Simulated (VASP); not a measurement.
HfGe:

```
Hf Ge
1.0
     3.50084    0.00000    0.00000
     0.00000    3.50084    0.00000
     0.00000    0.00000    3.50084
Hf Ge
1 1
Direct
  0.00000 0.00000 0.00000
  0.50000 0.50000 0.50000
```

- Program: VASP 6.6.1
- Task: relaxation of cell and atoms
- Functional: PBE0
- Potentials or basis: VASP PAW PBE potentials, release 64 (Hf_pv, Ge_d)
- Cutoff: 600 eV
- k mesh: 4 × 4 × 4
- Occupations: fermi-dirac, width 0.05 eV
- Spin: no spin polarisation

At the start: pressure -13.0 GPa; volume 21.45 Å³/atom.

Where does the relaxation end?

Over 3 steps the energy falls by 123.9 meV/atom and the volume is 18.76 Å³/atom (-12.6 %); space group Pm-3m (No. 221, to 0.1 Å) before and after.

Step by step:
```
step  energy change (eV)  largest force (eV/Å)  pressure (GPa)  volume (Å³)
   1              0.0000                0.0000          -12.95        42.91
   2              0.0027                0.0000           20.72        33.01
   3             -0.2479                0.0000           -0.06        37.51
```

Final structure:
```
Hf Ge
1.0
     3.34747    0.00000    0.00000
     0.00000    3.34747    0.00000
     0.00000    0.00000    3.34747
Hf Ge
1 1
Direct
  0.00000 0.00000 0.00000
  0.50000 0.50000 0.50000
```

Caveat: the k points lie up to 0.47 Å⁻¹ apart in the final cell, too coarse for converged energies and pressures of a metal; the PAW data sets were made with another functional, which shifts forces and pressure a little.
